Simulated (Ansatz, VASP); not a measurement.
# One calculation of TiSi2, two programs

Contents of INCAR:

```
PREC     = Accurate       # precision mode
ENCUT    = 520            # plane-wave cutoff, eV
EDIFF    = 1E-6           # SCF threshold, eV
ISMEAR   = -1             # smearing method
SIGMA    = 0.05           # smearing width, eV
LREAL    = F              # projectors in reciprocal space
LASPH    = T              # aspherical terms in the spheres
NELM     = 100            # most SCF steps
ALGO     = Normal         # electronic algorithm
ISIF     = 2              # what is computed and relaxed
LWAVE    = F              # write WAVECAR
LCHARG   = T              # write CHGCAR
GGA      = PS             # functional
LELF     = T              # ELF
LVHAR    = T            
NBANDS   = 29             # bands
```

File KPOINTS:

```
regular mesh
0
Gamma
  6 6 6
```

POSCAR

```
TiSi2
1.0
    0.0000000000      4.1175163063      4.4334137488
    2.3895119538      0.0000000000      4.4334137488
    2.3895119538      4.1175163063      0.0000000000
Ti Si
2 4
Direct
    0.7500000000      0.7500000000      0.7500000000
    0.5000000000      0.5000000000      0.5000000000
    0.4125656100      0.0874343900      0.4125656100
    0.0874343900      0.4125656100      0.0874343900
    0.1625656100      0.8374343900      0.1625656100
    0.8374343900      0.1625656100      0.8374343900
```

Contents of input.yaml:

```yaml
crystal:
  lattice:
    - [0.0, 4.1175163063, 4.4334137488]
    - [2.3895119538, 0.0, 4.4334137488]
    - [2.3895119538, 4.1175163063, 0.0]
  atoms:
    - { symbol: Ti, position: [0.75, 0.75, 0.75] }
    - { symbol: Ti, position: [0.5, 0.5, 0.5] }
    - { symbol: Si, position: [0.41256561, 0.08743439, 0.41256561] }
    - { symbol: Si, position: [0.08743439, 0.41256561, 0.08743439] }
    - { symbol: Si, position: [0.16256561, 0.83743439, 0.16256561] }
    - { symbol: Si, position: [0.83743439, 0.16256561, 0.83743439] }
hamiltonian:
  xc: pbesol
  pseudopotentials: { kind: paw }
kpoints:
  mp_grid: { grid: [6, 6, 6] }
  band_path:
    path:
      - [[0.0, 0.0, 0.0], [0.5, 0.0, 0.5], [1.0, 0.5, 0.5], [0.5, 0.5, 0.0], [0.0, 0.0, 0.0], [0.0, 0.4068195738, 0.4068195738], [0.5, 0.238429005, 0.738429005], [0.5, 0.0, 0.5]]
      - [[1.0, 0.5, 0.5], [1.0, 0.5931804262, 0.5931804262]]
      - [[0.0, 0.4068195738, 0.4068195738], [0.5, 0.761570995, 0.261570995], [0.5, 0.5, 0.0]]
      - [[0.5, 0.5, 0.5], [0.0, 0.0, 0.0]]
    npoints: 14
scf:
  occupations: { method: fermi_dirac, width: 0.05 }
  n_extra_bands: 15
output:
  forces: true
  stress: true
  eigenvalues: true
  fatbands: false
```

Alike in both runs: functional PBEsol; k mesh 6 × 6 × 6; occupations fermi-dirac, width 0.05 eV; no spin polarisation.

```csv
,VASP,Ansatz
version,VASP 6.6.1,Ansatz 0.2.0
potentials or method,"VASP PAW PBE potentials, release 64 (Ti_sv, Si)",Ansatz PAW
plane-wave cutoff (eV),520,420
valence electrons in the cell,40,40
task,single point,band structure
```

Ansatz gave:

| Item | Value |
| --- | --- |
| gap on the k mesh at the Fermi level (eV) | none |
| pressure (GPa) | -7.8 |
| traceless stress, the component that is largest in VASP (GPa) | -8.69 |
| rms of the force components (eV/Å) | 0.005 |

Q: Estimate VASP's values.

A: gap on the k mesh at the Fermi level (eV): none; pressure (GPa): -7.6; traceless stress, the component that is largest in VASP (GPa): -8.66; rms of the force components (eV/Å): 0.006.

VASP's potentials were made for PBE, not for PBEsol. Atom by atom the forces differ by 0.001 eV/Å (rms over components). A gap of «none» marks a metal or a gap that the smearing closes.
